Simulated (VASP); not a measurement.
# La (Pm-3m) in VASP: further runs

The runs below take La through single point, with LDA.

All numbers are computed with VASP 6.6.1; they aren't measurements. Logs are shortened: lines on timing, memory, paths and dates and some standing lists are left out, and cuts for length are marked.

### 1 The cell of the first run

The structure is cubic, space group Pm-3m (No. 221). The conventional cell has a = 3.167 Å, b = 3.167 Å, c = 3.167 Å, α = 90.00°, β = 90.00°, γ = 90.00°. La (site symmetry m-3m) has 6 La at 3.17 Å within 4.2 Å.

This isn't the form of La at room conditions, which is double hcp.

### 2 Single point, LDA

Input file INCAR:

```
SYSTEM = La
PREC = Accurate
ENCUT = 520
EDIFF = 1E-6
ISMEAR = -1
SIGMA = 0.1
LREAL = .False.
LASPH = .True.
NELM = 80
ALGO = Normal
ISIF = 2
LWAVE = .False.
LCHARG = .True.
LELF = .True.
LVHAR = .True.
NBANDS = 12
```

Input file KPOINTS:

```
Automatic mesh
0
Gamma
  9 9 9
  0 0 0
```

Input file POSCAR:

```
La
1.0
    3.1668823378      0.0000000000      0.0000000000
    0.0000000000      3.1668823378      0.0000000000
    0.0000000000      0.0000000000      3.1668823378
La
1
Direct
    0.0000000000      0.0000000000      0.0000000000
```

Potentials or basis: VASP PAW LDA potentials, release 64 (La).

Command:

```sh
$ cat potpaw_LDA.64/La/POTCAR > POTCAR
$ mpirun -np 1 vasp_std > vasp.out
```

OUTCAR:

```text
SYSTEM = La
   PREC = Accurate
   ENCUT = 520
   EDIFF = 1E-6
   ISMEAR = -1
   LREAL = .False.
   LASPH = .True.
   NELM = 80
   ISIF = 2

 ion  position               nearest neighbor table
   1  0.000  0.000  0.000-

  LATTYP: Found a simple cubic cell.
 ALAT       =     3.1668823378

  Lattice vectors:

 A1 = (   3.1668823378,   0.0000000000,   0.0000000000)
 A2 = (   0.0000000000,   3.1668823378,   0.0000000000)
 A3 = (   0.0000000000,   0.0000000000,   3.1668823378)

Analysis of symmetry for initial positions (statically):
=====================================================================
 Subroutine PRICEL returns:
 Original cell was already a primitive cell.

 Routine SETGRP: Setting up the symmetry group for a
 simple cubic supercell.

 Subroutine GETGRP returns: Found 48 space group operations
 (whereof 48 operations were pure point group operations)
 out of a pool of 48 trial point group operations.

The static configuration has the point symmetry O_h .

Analysis of symmetry for dynamics (positions and initial velocities):
=====================================================================
 Subroutine PRICEL returns:
 Original cell was already a primitive cell.

 Routine SETGRP: Setting up the symmetry group for a
 simple cubic supercell.

 Subroutine GETGRP returns: Found 48 space group operations
 (whereof 48 operations were pure point group operations)
 out of a pool of 48 trial point group operations.

The dynamic configuration has the point symmetry O_h .

 Subroutine INISYM returns: Found 48 space group operations
 (whereof 48 operations are pure point group operations),
 and found     1 'primitive' translations

----------------------------------------------------------------------------------------

                                     Primitive cell

  volume of cell :      31.7611

  direct lattice vectors                    reciprocal lattice vectors
     3.166882338  0.000000000  0.000000000     0.315767968  0.000000000  0.000000000
     0.000000000  3.166882338  0.000000000     0.000000000  0.315767968  0.000000000
     0.000000000  0.000000000  3.166882338     0.000000000  0.000000000  0.315767968

  length of vectors
     3.166882338  3.166882338  3.166882338     0.315767968  0.315767968  0.315767968

  position of ions in fractional coordinates (direct lattice)
     0.000000000  0.000000000  0.000000000

  ion indices of the primitive-cell ions
   primitive index   ion index
                 1           1

----------------------------------------------------------------------------------------

 KPOINTS: Automatic mesh

Automatic generation of k-mesh.
 Grid dimensions read from file:
 generate k-points for:    9    9    9

 Generating k-lattice:

  Cartesian coordinates                     Fractional coordinates (reciprocal lattice)
     0.035085330  0.000000000  0.000000000     0.111111111  0.000000000  0.000000000
     0.000000000  0.035085330  0.000000000     0.000000000  0.111111111  0.000000000
     0.000000000  0.000000000  0.035085330     0.000000000  0.000000000  0.111111111

  Length of vectors
     0.035085330  0.035085330  0.035085330

  Shift w.r.t. Gamma in fractional coordinates (k-lattice)
     0.000000000  0.000000000  0.000000000

 Subroutine IBZKPT returns following result:
 ===========================================

 Found     35 irreducible k-points:

 Following reciprocal coordinates:
            Coordinates               Weight
  0.000000  0.000000  0.000000      1.000000
  0.111111  0.000000  0.000000      6.000000
  0.222222  0.000000  0.000000      6.000000
  0.333333  0.000000  0.000000      6.000000
  0.444444  0.000000  0.000000      6.000000
  0.111111  0.111111  0.000000     12.000000
[... 16 lines left out ...]
  0.333333  0.333333  0.111111     24.000000
  0.444444  0.333333  0.111111     48.000000
 [... further k-points ...]
   k-points           NKPTS =     35   k-points in BZ     NKDIM =     35   number of bands    NBANDS=     12
   number of dos      NEDOS =    301   number of ions     NIONS =      1
   total plane-waves  NPLWV =  13824
   dimension x,y,z NGX =    24 NGY =   24 NGZ =   24
   dimension x,y,z NGXF=    48 NGYF=   48 NGZF=   48
   ions per type =               1
   NGX,Y,Z   is equivalent  to a cutoff of  12.60, 12.60, 12.60 a.u.
   NGXF,Y,Z  is equivalent  to a cutoff of  25.20, 25.20, 25.20 a.u.
 SYSTEM =  La
   PREC   = accura    normal or accurate (medium, high low for compatibility)
   ISTART =      0    job   : 0-new  1-cont  2-samecut
   ICHARG =      2    charge: 1-file 2-atom 10-const
   ISPIN  =      1    spin polarized calculation?
   LNONCOLLINEAR =      F non collinear calculations
   LSORBIT =      F    spin-orbit coupling
   LASPH  =      T    aspherical Exc in radial PAW
   ENCUT  =  520.0 eV  38.22 Ry    6.18 a.u.   5.89  5.89  5.89*2*pi/ulx,y,z
   NELM   =     80;   NELMIN=  2; NELMDL= -5     # of ELM steps
   EDIFF  = 0.1E-05   stopping-criterion for ELM
   LREAL  =      F    real-space projection
   EDIFFG = 0.1E-04   stopping-criterion for IOM
   NSW    =      0    number of steps for IOM
   IBRION =     -1    ionic relax: 0-MD 1-quasi-New 2-CG
   NFREE  =      0    steps in history (QN), initial steepest desc. (CG)
   ISIF   =      2    stress and relaxation
   ISYM   =      2    0-nonsym 1-usesym 2-fastsym
   POTIM  = 0.5000    time-step for ionic-motion
   TEBEG  =    0.0;   TEEND  =   0.0 temperature during run
   PSTRESS=    0.0 pullay stress
   NELECT =      11.0000    total number of electrons
   NUPDOWN=      -1.0000    fix difference up-down
   EMIN   =  10.00;   EMAX   =-10.00  energy-range for DOS
   EFERMI =   0.00;   METHOD = LEGACY
   ISMEAR =    -1;   SIGMA  =   0.10  broadening in eV -4-tet -1-fermi 0-gaus
   EFERMI_NEDOS =   21; number of points for ismear=-14 and -15
   IALGO  =     38    algorithm
   IMIX   =      4    mixing-type and parameters
     AMIX     =   0.40;   BMIX     =  1.00
     AMIX_MAG =   1.60;   BMIX_MAG =  1.00
  volume/ion in A,a.u.               =      31.76       214.33
  Fermi-wavevector in a.u.,A,eV,Ry     =   1.149672  2.172564 17.983429  1.321745
  Thomas-Fermi vector in A             =   2.286340
   LORBIT       =      0    0 simple, 1 ext, 2 COOP (PROOUT), +10 PAW based schemes
   GGA     = CA    functional components
   LHFCALC =     F    Hartree Fock is set to
   AEXX    =    0.0000 exact exchange contribution
   IVDW    =     0    specifies the selected vdW correction
   LEPSILON=     F    determine dielectric tensor
   LRPA    =     F    only Hartree local field effects (RPA)
 non-spin polarized calculation
  energy-cutoff  :      520.00
  volume of cell :       31.76
 maximum number of plane-waves:       870
 NGX is ok and might be reduce to    24
   NGX = 11   NGY = 11   NGZ = 11

 number of electron      10.9999999 magnetization

 Free energy of the ion-electron system (eV)
  ---------------------------------------------------
  ext. energy  EPLUGINS =         0.00000000
  ---------------------------------------------------
  free energy    TOTEN  =        -5.17807782 eV

  energy without entropy =       -5.11949462  energy(sigma->0) =       -5.14878622

 E-fermi :   9.1263     XC(G=0): -10.3481

 val. band max:        9.0796409694   @ k =   0.4444   0.1111   0.1111
 cond. band min:       9.1983492724   @ k =   0.4444   0.1111   0.0000
 fundamental gap:      0.1187083030
 Fermi energy:         9.1263263945

 k-point     1 :       0.0000    0.0000    0.0000
  band No.  band energies     occupation
      1     -23.8265      2.00000
      2      -6.0879      2.00000
      3      -6.0879      2.00000
      4      -6.0879      2.00000
      5       6.4355      2.00000
      6       7.7333      2.00000
      7       7.7333      2.00000
      8      11.1475      0.00000
      9      11.1475      0.00000
     10      11.1475      0.00000
     11      11.4531      0.00000
     12      11.4531      0.00000

 k-point     2 :       0.1111    0.0000    0.0000
  band No.  band energies     occupation
      1     -23.7833      2.00000
      2      -6.4826      2.00000
      3      -6.0537      2.00000
      4      -6.0537      2.00000
      5       6.7497      2.00000
      6       7.8211      2.00000
      7       8.2688      1.99962
      8      11.0982      0.00000
      9      11.1662      0.00000
     10      11.1662      0.00000
     11      11.3849      0.00000
     12      11.4639      0.00000

 k-point     3 :       0.2222    0.0000    0.0000
  band No.  band energies     occupation
      1     -23.6710      2.00000
      2      -7.3709      2.00000
      3      -5.9658      2.00000
      4      -5.9658      2.00000
      5       7.3099      2.00000
      6       8.0653      1.99995
      7       9.8245      0.00186
      8      10.9526      0.00000
      9      11.1654      0.00000
     10      11.2182      0.00000
     11      11.2185      0.00000
     12      11.5044      0.00000
[... 286 lines left out ...]
 k-point    23 :       0.3333    0.3333    0.1111
  band No.  band energies     occupation
      1     -23.2138      2.00000
      2      -7.9109      2.00000
      3      -7.8601      2.00000
      4      -6.0030      2.00000
      5       7.6278      2.00000
      6       9.5371      0.03235
      7      10.5576      0.00000
      8      10.7423      0.00000
      9      11.1009      0.00000
     10      11.2741      0.00000
     11      11.4745      0.00000
     12      11.5462      0.00000

 k-point    24 :       0.4444    0.3333    0.1111
  band No.  band energies     occupation
      1     -23.1258      2.00000
      2      -8.3881      2.00000
      3      -7.7864      2.00000
      4      -5.9320      2.00000
      5       7.0703      2.00000
      6       9.8613      0.00128
      7      10.2922      0.00002
      8      10.7949      0.00000
      9      11.2384      0.00000
     10      11.2794      0.00000
     11      11.4404      0.00000
     12      11.6534      0.00000

 [... further k-points ...]

------------------------ aborting loop because EDIFF is reached ----------------------------------------

  FORCE on cell =-STRESS in cart. coord.  units (eV):
  Direction    XX          YY          ZZ          XY          YZ          ZX
  --------------------------------------------------------------------------------------
  -------------------------------------------------------------------------------------
  Total       -0.0320573     -0.0320573     -0.0320573      0.0000000      0.0000000      0.0000000
  in kB       -1.6171204     -1.6171204     -1.6171204      0.0000000      0.0000000      0.0000000
  external PRESSURE =      -1.6171204 kB  Pullay stress =       0.0000000 kB

 VOLUME and BASIS-vectors are now :
 -----------------------------------------------------------------------------
  energy-cutoff  :      520.00
  volume of cell :       31.76
      direct lattice vectors                 reciprocal lattice vectors
     3.166882338  0.000000000  0.000000000     0.315767968  0.000000000  0.000000000
     0.000000000  3.166882338  0.000000000     0.000000000  0.315767968  0.000000000
     0.000000000  0.000000000  3.166882338     0.000000000  0.000000000  0.315767968

 POSITION                                       TOTAL-FORCE (eV/Angst)
 -----------------------------------------------------------------------------------
      0.00000      0.00000      0.00000         0.000000      0.000000      0.000000
 -----------------------------------------------------------------------------------
    total drift:                                0.000000     -0.000000     -0.000000

  FREE ENERGIE OF THE ION-ELECTRON SYSTEM (eV)
  ---------------------------------------------------
  free  energy   TOTEN  =        -5.1780778162 eV

  energy  without entropy=       -5.1194946150  energy(sigma->0) =       -5.14878622
```

Wall time 23 s (1 thread of AMD EPYC 7R13, shared host); peak memory 0.11 GiB.

What came out:

- Free energy: -5.1781 eV
- Pressure: -0.2 GPa
- Band gap on the k mesh: zero (an odd number of electrons rules out a gap without spin polarisation)

Caveat: spin-orbit coupling is left out, which moves the levels of the heavy elements.

[end of part 1 of 2]
